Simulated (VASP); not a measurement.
Set up this calculation in VASP 6.6.1, as the native input.

```
Task                   : single point
Functional             : r2SCAN
Potentials or basis    : VASP PAW PBE potentials, release 64 (Rh_pv)
Cutoff                 : 520 eV
k mesh                 : 14 × 14 × 14
Occupations            : methfessel-paxton, width 1 eV
Spin                   : no spin polarisation
Dipole correction      : no
Further INCAR settings : ALGO = Normal; EDIFF = 1e-06; NBANDS = 14
```

Crystal: Rh.

```xyz
1
Lattice="0.0000 1.9008 1.9008 1.9008 0.0000 1.9008 1.9008 1.9008 0.0000" Properties=species:S:1:pos:R:3 pbc="T T T"
Rh    0.0000    0.0000    0.0000
```

The input as run:

POSCAR

```
Rh
1.0
    0.0000000000      1.9008071574      1.9008071574
    1.9008071574      0.0000000000      1.9008071574
    1.9008071574      1.9008071574      0.0000000000
Rh
1
Direct
    0.0000000000      0.0000000000      0.0000000000
```

INCAR.step1

```
ALGO     = Normal         # electronic algorithm
EDIFF    = 1E-4           # SCF threshold, eV
ENCUT    = 520            # plane-wave cutoff, eV
GGA      = PE             # functional
ISMEAR   = 1              # smearing method
LASPH    = True           # aspherical terms in the spheres
LCHARG   = False          # write CHGCAR
LREAL    = False          # projectors in reciprocal space
LWAVE    = True           # write WAVECAR
NBANDS   = 14             # bands
NELM     = 60             # most SCF steps
PREC     = Accurate       # precision mode
SIGMA    = 1.0            # smearing width, eV
```

INCAR.step2

```
ALGO     = Normal         # electronic algorithm
EDIFF    = 1E-6           # SCF threshold, eV
ENCUT    = 520            # plane-wave cutoff, eV
ISIF     = 2              # what is computed and relaxed
ISMEAR   = 1              # smearing method
ISTART   = 1            
LASPH    = True           # aspherical terms in the spheres
LCHARG   = True           # write CHGCAR
LELF     = True           # ELF
LMIXTAU  = True         
LREAL    = False          # projectors in reciprocal space
LVHAR    = True         
LWAVE    = False          # write WAVECAR
METAGGA  = R2SCAN         # meta-GGA
NBANDS   = 14             # bands
NELM     = 60             # most SCF steps
PREC     = Accurate       # precision mode
SIGMA    = 1.0            # smearing width, eV
```

KPOINTS

```
k-points
0
Gamma
  14 14 14
```

Potentials or basis: VASP PAW PBE potentials, release 64 (Rh_pv).

Run with:

```console
$ cat potpaw_PBE.64/Rh_pv/POTCAR > POTCAR
$ cp INCAR.step1 INCAR
$ mpirun -np 1 vasp_std > vasp.out
$ cp INCAR.step2 INCAR
$ mpirun -np 1 vasp_std > vasp.out
```

Results of the run:

The pressure is 1.7 GPa.

Caveat: the PAW data sets were made with another functional, which shifts forces and pressure a little.

Wall time 52 s on 1 thread of AMD EPYC 7R13 (shared host), peak memory 0.14 GiB.
